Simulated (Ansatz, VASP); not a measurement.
# CsCdCl3: VASP beside Ansatz

```xyz
5
Lattice="5.0440 0.0000 0.0000 0.0000 5.0440 0.0000 0.0000 0.0000 5.1220" Properties=species:S:1:pos:R:3 pbc="T T T"
Cs    0.0000    0.0000    0.0000
Cd    2.5220    2.5220    2.5610
Cl    0.0000    2.5220    2.5610
Cl    2.5220    0.0000    2.5610
Cl    2.5220    2.5220    0.0000
```

Change from the starting cell: strain -0.030 along x and y, -0.015 along z, atoms carried along.

Alike in both runs: task single point; functional LDA; k mesh 6 × 6 × 6; occupations gaussian, width 0.05 eV; no spin polarisation.

```csv
,VASP,Ansatz
version,VASP 6.6.1,Ansatz 0.2.0
potentials or method,"VASP PAW LDA potentials, release 64 (Cs_sv, Cd, Cl), cutoff 520 eV","scalar-relativistic, plane waves, PAW"
valence electrons in the cell,42,50
```

Ansatz gave:

* gap on the k mesh at the Fermi level (eV): 1.59
* least direct gap on the mesh (eV): 2.43
* pressure (GPa): 1.2
* traceless stress, the component that is largest in VASP (GPa): -0.60

**Question.** Which values does VASP return?

**Answer.** gap on the k mesh at the Fermi level (eV): 1.62; least direct gap on the mesh (eV): 2.45; pressure (GPa): 1.5; traceless stress, the component that is largest in VASP (GPa): -0.63.

LDA's correlation is that of Perdew and Zunger in VASP and of Perdew and Wang (1992) in Ansatz. VASP's potentials hold 42 valence electrons a cell and Ansatz's 50, so a difference there can come from the potentials and not from the codes.

Neither program's run includes spin-orbit coupling.
